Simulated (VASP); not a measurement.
Crystal: W.

```
W
1.0
    -1.58234    1.58234    1.58234
     1.58234   -1.58234    1.58234
     1.58234    1.58234   -1.58234
W
1
Direct
  0.00000 0.00000 0.00000
```

```yaml
Program: VASP 6.6.1
Task: relaxation of cell and atoms
Functional: LDA
Potentials_or_basis: VASP PAW LDA potentials, release 64 (W_sv)
Cutoff: 600 eV
k_mesh: 20 × 20 × 20
Occupations: methfessel-paxton, width 0.1 eV
Spin: no spin polarisation
```

At the start: pressure -7.0 GPa; volume 15.85 Å³/atom.

Problem. Where does the relaxation end?

Solution. Over 4 steps the energy falls by 7.7 meV/atom and the volume is 15.50 Å³/atom (-2.2 %); space group Im-3m (No. 229, to 0.05 Å).

The path:
```csv
step,energy change (eV),largest force (eV/Å),pressure (GPa),volume (Å³)
1,0.0000,0.0000,-6.96,15.85
2,0.1013,0.0000,31.51,14.32
3,-0.0077,0.0000,-0.40,15.52
4,-0.0077,0.0000,-0.05,15.50
```

Final structure:
```xyz
1
Lattice="-1.5708 1.5708 1.5708 1.5708 -1.5708 1.5708 1.5708 1.5708 -1.5708" Properties=species:S:1:pos:R:3 pbc="T T T"
W     1.5708    1.5708    1.5708
```
